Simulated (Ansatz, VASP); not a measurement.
# Two plane-wave programs on WC

File INCAR:

```
ALGO = Normal
EDIFF = 1E-6
ENCUT = 520
GGA = PE
ISIF = 2
ISMEAR = 0
LASPH = T
LCHARG = F
LREAL = F
LWAVE = F
NBANDS = 16
NELM = 80
PREC = Accurate
SIGMA = 0.15
```

The input KPOINTS:

```
k-points
0
Gamma
  18 18 16
```

The input POSCAR:

```
WC
1.0
    3.1325415509      0.0000000000      0.0000000000
   -1.5662707754      2.7128605615      0.0000000000
    0.0000000000      0.0000000000      2.8290000000
W C
1 1
Direct
    0.0000000000      0.0000000000      0.0000000000
    0.6666666667      0.3333333333      0.5000000000
```

Input for Ansatz:

```yaml
crystal:
  lattice:
    - [3.1325415509, 0.0, 0.0]
    - [-1.5662707754, 2.7128605615, 0.0]
    - [0.0, 0.0, 2.829]
  atoms:
    - { symbol: W, position: [0.0, 0.0, 0.0] }
    - { symbol: C, position: [0.6666666667, 0.3333333333, 0.5] }
basis:
  ecutwfc: 420
kpoints:
  mp_grid: { grid: [18, 18, 16] }
hamiltonian:
  xc: pbe
scf:
  occupations: { method: gaussian, width: 0.15 }
output:
  forces: true
  stress: true
  eigenvalues: true
```

Change from the starting cell: strain +0.080 along x and y, +0.000 along z, atoms carried along.

Alike in both runs: task single point; functional PBE; k mesh 18 × 18 × 16; occupations gaussian, width 0.15 eV; no spin polarisation.

```csv
,VASP,Ansatz
version,VASP 6.6.1,Ansatz 0.2.0
potentials or method,"VASP PAW PBE potentials, release 64 (W_sv, C), cutoff 520 eV","scalar-relativistic, plane waves, PAW"
valence electrons in the cell,18,18
```

```tsv
	VASP	Ansatz	Ansatz less VASP
gap on the k mesh at the Fermi level (eV)	none	none	-
pressure (GPa)	-34.2	-34.9	-0.62
traceless stress, the component that is largest in VASP (GPa)	22.61	22.44	-0.172
```

A gap of «none» marks a metal or a gap that the smearing closes. Both programs put the cell under strong tension, so it lies far from rest at this level.

Neither program's run includes spin-orbit coupling. Noted on VASP's run: the cell as given lies far from equilibrium.
